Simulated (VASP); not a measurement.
A run of VASP 6.6.1 is set up as follows.

The input INCAR:

```
PREC = Accurate
ENCUT = 520
EDIFF = 1E-7
ISMEAR = 0
SIGMA = 0.05
LREAL = False
LASPH = True
NELM = 60
ALGO = Normal
ISIF = 2
LWAVE = False
LCHARG = True
GGA = PS
LELF = True
LVHAR = True
NBANDS = 16
```

The input KPOINTS:

```
regular mesh
0
Gamma
  12 12 6
```

POSCAR

```
BN
1.0
    2.5539396017      0.0000000000      0.0000000000
   -1.2769698009      2.2117765748      0.0000000000
    0.0000000000      0.0000000000      3.8887066000
B N
2 2
Direct
    0.6666666667      0.3333333333      0.9997240000
    0.3333333333      0.6666666667      0.4997240000
    0.6666666667      0.3333333333      0.6252760000
    0.3333333333      0.6666666667      0.1252760000
```

Potentials or basis: VASP PAW PBE potentials, release 64 (B, N).

Run with:

```console
$ cat potpaw_PBE.64/B/POTCAR potpaw_PBE.64/N/POTCAR > POTCAR
$ mpirun -np 1 vasp_std > vasp.out
```

Task: Estimate the band gap on the k mesh.

Result: 5.13 eV, indirect (least direct gap 7.75 eV).

Task: What does it give for the pressure?

Result: 35.1 GPa.

Task: Estimate the largest force.

Result: 0.842 eV/Å.

Stress tensor (GPa, compression positive):
```
  0.77   0.00   0.00
  0.00   0.77   0.00
  0.00   0.00 103.65
```

Caveat: the cell differs from its parent crystal (strain +0.000 along x and y, -0.080 along z); the PAW data sets were made with another functional, which shifts forces and pressure a little. A k mesh can miss the band edges.
